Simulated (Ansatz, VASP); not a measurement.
## Two plane-wave programs on MgO

```xyz
2
Lattice="2.2919 0.0000 0.0000 0.0000 2.2919 0.0000 0.0000 0.0000 2.2919" Properties=species:S:1:pos:R:3 pbc="T T T"
Mg    0.0000    0.0000    0.0000
O     1.1460    1.1460    1.1460
```

Alike in both runs: task single point; functional PBE; k mesh 12 × 12 × 12; no spin polarisation.

```csv
,VASP,Ansatz
version,VASP 6.6.1,Ansatz 0.2.0
potentials or method,"VASP PAW PBE potentials, release 64 (Mg, O)","scalar-relativistic, plane waves, norm-conserving pseudopotentials"
plane-wave cutoff (eV),520,1240
occupations,"gaussian, width 0.01 eV",fixed
valence electrons in the cell,8,16
```

```csv
,VASP,Ansatz,Ansatz less VASP
gap on the k mesh at the Fermi level (eV),6.51,6.53,+0.026
least direct gap on the mesh (eV),6.51,6.53,+0.026
```

VASP's potentials hold 8 valence electrons a cell and Ansatz's 16, so a difference there can come from the potentials and not from the codes.
